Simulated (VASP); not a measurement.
# BaS (Fm-3m) in VASP: relaxation of the atoms with LDA

Aim: the relaxation of the atoms of BaS with LDA.

All numbers are computed with VASP 6.6.1; they aren't measurements. Logs are shortened: lines on timing, memory, paths and dates and some standing lists are left out, and cuts for length are marked.

## (1) The cell of the first run

It takes space group Fm-3m (No. 225, cubic). The conventional cell has a = 6.451 Å, b = 6.451 Å, c = 6.451 Å, α = 90.00°, β = 90.00°, γ = 90.00°. Ba (site symmetry m-3m) has 6 S at 3.23 Å within 4.2 Å. S (site symmetry m-3m) has 6 Ba at 3.23 Å within 4.2 Å.

## (2) Relaxation of the atoms, LDA

The input, INCAR:

```
SYSTEM = BaS
PREC     = Accurate       ! precision mode
ENCUT    = 520            ! plane-wave cutoff, eV
EDIFF    = 1E-7           ! SCF threshold, eV
ISMEAR   = -1             ! smearing method
SIGMA    = 0.03           ! smearing width, eV
LREAL    = .FALSE.        ! projectors in reciprocal space
LASPH    = .TRUE.         ! aspherical terms in the spheres
NELM     = 60             ! most SCF steps
ALGO     = Normal         ! electronic algorithm
ISIF     = 2              ! what is computed and relaxed
LWAVE    = .FALSE.        ! write WAVECAR
LCHARG   = .FALSE.        ! write CHGCAR
IBRION   = 2              ! ionic algorithm
NSW      = 50             ! ionic steps
EDIFFG   = -0.01          ! ionic threshold
```

The input, KPOINTS:

```
regular mesh
0
G
  8 8 8
  0 0 0
```

The input, POSCAR:

```
BaS
1.0
    0.0000000000      3.2256756180      3.2256756180
    3.2256756180      0.0000000000      3.2256756180
    3.2256756180      3.2256756180      0.0000000000
Ba S
1 1
Direct
    0.0000000000      0.0000000000      0.0000000000
    0.5000000000      0.5000000000      0.5000000000
```

Potentials or basis: VASP PAW LDA potentials, release 64 (Ba_sv, S).

Started as:

```
> cat potpaw_LDA.64/Ba_sv/POTCAR potpaw_LDA.64/S/POTCAR > POTCAR
> mpirun -np 1 vasp_std > vasp.out
```

OUTCAR:

```text
SYSTEM = BaS
   PREC = Accurate
   ENCUT = 520
   EDIFF = 1E-7
   ISMEAR = -1
   LREAL = .FALSE.
   LASPH = .TRUE.
   NELM = 60
   ISIF = 2
   IBRION = 2
   NSW = 50
   EDIFFG = -0.01

 ion  position               nearest neighbor table
   1  0.000  0.000  0.000-   2 3.23   2 3.23   2 3.23   2 3.23   2 3.23   2 3.23
   2  0.500  0.500  0.500-   1 3.23   1 3.23   1 3.23   1 3.23   1 3.23   1 3.23

  LATTYP: Found a face centered cubic cell.
 ALAT       =     6.4513512360

  Lattice vectors:

 A1 = (   0.0000000000,   3.2256756180,   3.2256756180)
 A2 = (   3.2256756180,   0.0000000000,   3.2256756180)
 A3 = (   3.2256756180,   3.2256756180,   0.0000000000)

Analysis of symmetry for initial positions (statically):
=====================================================================
 Subroutine PRICEL returns:
 Original cell was already a primitive cell.

 Routine SETGRP: Setting up the symmetry group for a
 face centered cubic supercell.

 Subroutine GETGRP returns: Found 48 space group operations
 (whereof 48 operations were pure point group operations)
 out of a pool of 48 trial point group operations.

The static configuration has the point symmetry O_h .

Analysis of symmetry for dynamics (positions and initial velocities):
=====================================================================
 Subroutine PRICEL returns:
 Original cell was already a primitive cell.

 Routine SETGRP: Setting up the symmetry group for a
 face centered cubic supercell.

 Subroutine GETGRP returns: Found 48 space group operations
 (whereof 48 operations were pure point group operations)
 out of a pool of 48 trial point group operations.

The dynamic configuration has the point symmetry O_h .

 Subroutine INISYM returns: Found 48 space group operations
 (whereof 48 operations are pure point group operations),
 and found     1 'primitive' translations

----------------------------------------------------------------------------------------

                                     Primitive cell

  volume of cell :      67.1262

  direct lattice vectors                    reciprocal lattice vectors
     0.000000000  3.225675618  3.225675618    -0.155006287  0.155006287  0.155006287
     3.225675618  0.000000000  3.225675618     0.155006287 -0.155006287  0.155006287
     3.225675618  3.225675618  0.000000000     0.155006287  0.155006287 -0.155006287

  length of vectors
     4.561794207  4.561794207  4.561794207     0.268478764  0.268478764  0.268478764

  position of ions in fractional coordinates (direct lattice)
     0.000000000  0.000000000  0.000000000
     0.500000000  0.500000000  0.500000000

  ion indices of the primitive-cell ions
   primitive index   ion index
                 1           1
                 2           2

----------------------------------------------------------------------------------------

 KPOINTS: regular mesh

Automatic generation of k-mesh.
 Grid dimensions read from file:
 generate k-points for:    8    8    8

 Generating k-lattice:

  Cartesian coordinates                     Fractional coordinates (reciprocal lattice)
    -0.019375786  0.019375786  0.019375786     0.125000000  0.000000000  0.000000000
     0.019375786 -0.019375786  0.019375786     0.000000000  0.125000000  0.000000000
     0.019375786  0.019375786 -0.019375786     0.000000000  0.000000000  0.125000000

  Length of vectors
     0.033559846  0.033559846  0.033559846

  Shift w.r.t. Gamma in fractional coordinates (k-lattice)
     0.000000000  0.000000000  0.000000000

 Subroutine IBZKPT returns following result:
 ===========================================

 Found     29 irreducible k-points:

 Following reciprocal coordinates:
            Coordinates               Weight
  0.000000  0.000000  0.000000      1.000000
  0.125000  0.000000  0.000000      8.000000
  0.250000  0.000000  0.000000      8.000000
  0.375000  0.000000  0.000000      8.000000
  0.500000  0.000000  0.000000      4.000000
  0.125000  0.125000  0.000000      6.000000
[... 16 lines left out ...]
  0.500000  0.250000  0.125000     48.000000
 -0.375000  0.250000  0.125000     24.000000
 [... further k-points ...]
   k-points           NKPTS =     29   k-points in BZ     NKDIM =     29   number of bands    NBANDS=     12
   number of dos      NEDOS =    301   number of ions     NIONS =      2
   total plane-waves  NPLWV =  46656
   dimension x,y,z NGX =    36 NGY =   36 NGZ =   36
   dimension x,y,z NGXF=    72 NGYF=   72 NGZF=   72
   ions per type =               1   1
   NGX,Y,Z   is equivalent  to a cutoff of  13.12, 13.12, 13.12 a.u.
   NGXF,Y,Z  is equivalent  to a cutoff of  26.24, 26.24, 26.24 a.u.
 SYSTEM =  BaS
   PREC   = accura    normal or accurate (medium, high low for compatibility)
   ISTART =      0    job   : 0-new  1-cont  2-samecut
   ICHARG =      2    charge: 1-file 2-atom 10-const
   ISPIN  =      1    spin polarized calculation?
   LNONCOLLINEAR =      F non collinear calculations
   LSORBIT =      F    spin-orbit coupling
   LASPH  =      T    aspherical Exc in radial PAW
   ENCUT  =  520.0 eV  38.22 Ry    6.18 a.u.   8.48  8.48  8.48*2*pi/ulx,y,z
   NELM   =     60;   NELMIN=  2; NELMDL= -5     # of ELM steps
   EDIFF  = 0.1E-06   stopping-criterion for ELM
   LREAL  =      F    real-space projection
   EDIFFG = -.1E-01   stopping-criterion for IOM
   NSW    =     50    number of steps for IOM
   IBRION =      2    ionic relax: 0-MD 1-quasi-New 2-CG
   NFREE  =      1    steps in history (QN), initial steepest desc. (CG)
   ISIF   =      2    stress and relaxation
   ISYM   =      2    0-nonsym 1-usesym 2-fastsym
   POTIM  = 0.5000    time-step for ionic-motion
   TEBEG  =    0.0;   TEEND  =   0.0 temperature during run
   PSTRESS=    0.0 pullay stress
   NELECT =      16.0000    total number of electrons
   NUPDOWN=      -1.0000    fix difference up-down
   EMIN   =  10.00;   EMAX   =-10.00  energy-range for DOS
   EFERMI =   0.00;   METHOD = LEGACY
   ISMEAR =    -1;   SIGMA  =   0.03  broadening in eV -4-tet -1-fermi 0-gaus
   EFERMI_NEDOS =   21; number of points for ismear=-14 and -15
   IALGO  =     38    algorithm
   IMIX   =      4    mixing-type and parameters
     AMIX     =   0.40;   BMIX     =  1.00
     AMIX_MAG =   1.60;   BMIX_MAG =  1.00
  volume/ion in A,a.u.               =      33.56       226.49
  Fermi-wavevector in a.u.,A,eV,Ry     =   1.015042  1.918152 14.018230  1.030311
  Thomas-Fermi vector in A             =   2.148305
   LORBIT       =      0    0 simple, 1 ext, 2 COOP (PROOUT), +10 PAW based schemes
   GGA     = CA    functional components
   LHFCALC =     F    Hartree Fock is set to
   AEXX    =    0.0000 exact exchange contribution
   IVDW    =     0    specifies the selected vdW correction
   LEPSILON=     F    determine dielectric tensor
   LRPA    =     F    only Hartree local field effects (RPA)
 conjugate gradient relaxation of ions
 non-spin polarized calculation
  energy-cutoff  :      520.00
  volume of cell :       67.13
 maximum number of plane-waves:      1832
 NGX is ok and might be reduce to    36
   NGX = 17   NGY = 17   NGZ = 17

 number of electron      16.0000001 magnetization

 Free energy of the ion-electron system (eV)
  ---------------------------------------------------
  ext. energy  EPLUGINS =         0.00000000
  ---------------------------------------------------
  free energy    TOTEN  =       -11.13013869 eV

  energy without entropy =      -11.13013869  energy(sigma->0) =      -11.13013869

 E-fermi :   1.7065     XC(G=0):  -8.8717

 val. band max:        1.0851114651   @ k =   0.0000   0.0000   0.0000
 cond. band min:       3.0380733161   @ k =   0.5000   0.5000   0.0000
 fundamental gap:      1.9529618510
 Fermi energy:         1.7065271506

 k-point     1 :       0.0000    0.0000    0.0000
  band No.  band energies     occupation
      1     -25.0067      2.00000
      2     -10.0829      2.00000
      3     -10.0829      2.00000
      4     -10.0829      2.00000
      5      -9.1850      2.00000
      6       1.0851      2.00000
      7       1.0851      2.00000
      8       1.0851      2.00000
      9       4.2554      0.00000
     10       4.7818      0.00000
     11       4.7818      0.00000
     12       4.7818      0.00000

 k-point     2 :       0.1250    0.0000    0.0000
  band No.  band energies     occupation
      1     -25.0009      2.00000
      2     -10.3428      2.00000
      3     -10.0885      2.00000
      4     -10.0885      2.00000
      5      -8.9117      2.00000
      6       0.6586      2.00000
      7       0.8798      2.00000
      8       0.8798      2.00000
      9       4.6965      0.00000
     10       4.9494      0.00000
     11       5.0103      0.00000
     12       5.0103      0.00000

 k-point     3 :       0.2500    0.0000    0.0000
  band No.  band energies     occupation
      1     -24.9869      2.00000
      2     -10.7370      2.00000
      3     -10.1020      2.00000
      4     -10.1020      2.00000
      5      -8.4835      2.00000
      6      -0.0881      2.00000
      7       0.4739      2.00000
      8       0.4739      2.00000
      9       4.9713      0.00000
     10       5.6474      0.00000
     11       5.6474      0.00000
     12       6.0745      0.00000

 k-point     4 :       0.3750    0.0000    0.0000
  band No.  band energies     occupation
      1     -24.9727      2.00000
      2     -11.0200      2.00000
      3     -10.1153      2.00000
      4     -10.1153      2.00000
      5      -8.1634      2.00000
      6      -0.6604      2.00000
      7       0.1460      2.00000
      8       0.1460      2.00000
      9       5.5621      0.00000
     10       6.5541      0.00000
     11       6.5541      0.00000
     12       6.8701      0.00000

 k-point     5 :       0.5000    0.0000    0.0000
  band No.  band energies     occupation
      1     -24.9668      2.00000
      2     -11.1210      2.00000
      3     -10.1208      2.00000
      4     -10.1208      2.00000
      5      -8.0461      2.00000
      6      -0.8697      2.00000
      7       0.0254      2.00000
      8       0.0254      2.00000
      9       6.3770      0.00000
     10       6.4640      0.00000
     11       7.1487      0.00000
     12       7.1487      0.00000
[... 228 lines left out ...]
      1     -24.9550      2.00000
      2     -10.5381      2.00000
      3     -10.2623      2.00000
      4     -10.2623      2.00000
      5      -9.0833      2.00000
      6       0.5134      2.00000
      7       0.9306      2.00000
      8       0.9306      2.00000
      9       3.0381      0.00000
     10       6.7419      0.00000
     11       6.8669      0.00000
     12       8.3558      0.00000

 k-point    22 :       0.3750    0.2500    0.1250
  band No.  band energies     occupation
      1     -24.9766      2.00000
      2     -10.7584      2.00000
      3     -10.2077      2.00000
      4     -10.1297      2.00000
      5      -8.4717      2.00000
      6      -0.3065      2.00000
      7       0.4035      2.00000
      8       0.7716      2.00000
      9       4.2953      0.00000
     10       5.8241      0.00000
     11       6.3709      0.00000
     12       6.9039      0.00000

 k-point    23 :       0.5000    0.2500    0.1250
  band No.  band energies     occupation
      1     -24.9654      2.00000
      2     -10.8777      2.00000
      3     -10.2562      2.00000
      4     -10.1598      2.00000
      5      -8.3651      2.00000
      6      -0.3874      2.00000
      7       0.1864      2.00000
      8       0.5311      2.00000
      9       4.7702      0.00000
     10       6.3971      0.00000
     11       6.9975      0.00000
     12       7.1521      0.00000

 k-point    24 :      -0.3750    0.2500    0.1250
  band No.  band energies     occupation
      1     -24.9607      2.00000
      2     -10.9247      2.00000
      3     -10.2659      2.00000
      4     -10.1819      2.00000
      5      -8.3251      2.00000
      6      -0.4155      2.00000
      7       0.2309      2.00000
      8       0.2949      2.00000
      9       5.5511      0.00000
     10       5.7376      0.00000
     11       7.4909      0.00000
     12       7.6708      0.00000

 [... further k-points ...]

------------------------ aborting loop because EDIFF is reached ----------------------------------------

  FORCE on cell =-STRESS in cart. coord.  units (eV):
  Direction    XX          YY          ZZ          XY          YZ          ZX
  --------------------------------------------------------------------------------------
  -------------------------------------------------------------------------------------
  Total       -1.2573691     -1.2573691     -1.2573691      0.0000000      0.0000000      0.0000000
  in kB      -30.0110565    -30.0110565    -30.0110565      0.0000000      0.0000000      0.0000000
  external PRESSURE =     -30.0110565 kB  Pullay stress =       0.0000000 kB

 VOLUME and BASIS-vectors are now :
 -----------------------------------------------------------------------------
  energy-cutoff  :      520.00
  volume of cell :       67.13
      direct lattice vectors                 reciprocal lattice vectors
     0.000000000  3.225675618  3.225675618    -0.155006287  0.155006287  0.155006287
     3.225675618  0.000000000  3.225675618     0.155006287 -0.155006287  0.155006287
     3.225675618  3.225675618  0.000000000     0.155006287  0.155006287 -0.155006287

 POSITION                                       TOTAL-FORCE (eV/Angst)
 -----------------------------------------------------------------------------------
      0.00000      0.00000      0.00000         0.000000     -0.000000      0.000000
      3.22568      3.22568      3.22568         0.000000      0.000000     -0.000000
 -----------------------------------------------------------------------------------
    total drift:                                0.000000      0.000000      0.000000

  FREE ENERGIE OF THE ION-ELECTRON SYSTEM (eV)
  ---------------------------------------------------
  free  energy   TOTEN  =       -11.1301386852 eV

  energy  without entropy=      -11.1301386852  energy(sigma->0) =      -11.13013869

 reached required accuracy - stopping structural energy minimisation
```

It took 32 s on 1 thread of Intel Xeon Platinum 8259CL at 2.50GHz (Skylake/Cascade Lake), shared host; peak memory 0.17 GiB.

What came out:

| Quantity | Value |
| --- | --- |
| Free energy | -11.1301 eV |
| Pressure after relaxing | -3.0 GPa |
| Band gap on the k mesh | 1.95 eV, indirect (least direct gap 2.11 eV) |

Final structure:
```yaml
crystal:
  lattice:
    - [0.00000, 3.22568, 3.22568]
    - [3.22568, 0.00000, 3.22568]
    - [3.22568, 3.22568, 0.00000]
  atoms:
    - { symbol: Ba, position: [0.00000, 0.00000, 0.00000] }
    - { symbol: S, position: [0.50000, 0.50000, 0.50000] }
```

Caveat: the relaxation stopped at its first step, so nothing moved; spin-orbit coupling is left out, which moves the levels of the heavy elements.
